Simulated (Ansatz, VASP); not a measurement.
# AlN: VASP beside Ansatz

Contents of INCAR:

```
SYSTEM = AlN
ALGO     = Normal         ! electronic algorithm
EDIFF    = 1E-7           ! SCF threshold, eV
ENCUT    = 520            ! plane-wave cutoff, eV
GGA      = PS             ! functional
ISIF     = 2              ! what is computed and relaxed
ISMEAR   = 0              ! smearing method
LASPH    = .True.         ! aspherical terms in the spheres
LCHARG   = .True.         ! write CHGCAR
LELF     = .True.         ! ELF
LREAL    = .False.        ! projectors in reciprocal space
LVHAR    = .True.       
LWAVE    = .False.        ! write WAVECAR
NBANDS   = 16             ! bands
NELM     = 60             ! most SCF steps
PREC     = Accurate       ! precision mode
SIGMA    = 0.05           ! smearing width, eV
```

Contents of KPOINTS:

```
k-points
0
Gamma
  9 9 6
  0 0 0
```

The input POSCAR:

```
AlN
1.0
    3.4039264481      0.0000000000      0.0000000000
   -1.7019632241      2.9478867766      0.0000000000
    0.0000000000      0.0000000000      4.2685206578
Al N
2 2
Direct
    0.3333333333      0.6666666667      0.7500000000
    0.6666666667      0.3333333333      0.2500000000
    0.3333333333      0.6666666667      0.2500000000
    0.6666666667      0.3333333333      0.7500000000
```

Input for Ansatz:

```yaml
crystal:
  lattice:
    - [3.4039264481, 0.0, 0.0]
    - [-1.7019632241, 2.9478867766, 0.0]
    - [0.0, 0.0, 4.2685206578]
  atoms:
    - { symbol: Al, position: [0.3333333333, 0.6666666667, 0.75] }
    - { symbol: Al, position: [0.6666666667, 0.3333333333, 0.25] }
    - { symbol: "N", position: [0.3333333333, 0.6666666667, 0.25] }
    - { symbol: "N", position: [0.6666666667, 0.3333333333, 0.75] }
basis:
  ecutwfc: 520.0
kpoints:
  mp_grid: { grid: [9, 9, 6] }
hamiltonian:
  xc: pbesol
  pseudopotentials: { kind: paw, azcp: { folder: soft_1 } }
scf:
  occupations: { method: gaussian, width: 0.05 }
output:
  forces: true
  stress: true
  eigenvalues: true
```

Alike in both runs: task single point; functional PBEsol; k mesh 9 × 9 × 6; occupations gaussian, width 0.05 eV; no spin polarisation.

|  | VASP | Ansatz |
| --- | --- | --- |
| version | VASP 6.6.1 | Ansatz 0.2.0 |
| potentials or method | VASP PAW PBE potentials, release 64 (Al, N), cutoff 520 eV | scalar-relativistic, plane waves, PAW |
| valence electrons in the cell | 16 | 16 |

```tsv
	VASP	Ansatz	Ansatz less VASP
gap on the k mesh at the Fermi level (eV)	2.67	2.66	-0.010
least direct gap on the mesh (eV)	2.67	2.66	-0.010
pressure (GPa)	-16.6	-16.5	+0.05
traceless stress, the component that is largest in VASP (GPa)	1.83	1.83	-0.002
```

VASP's potentials were made for PBE, not for PBEsol, and Ansatz warns of the same on its side.
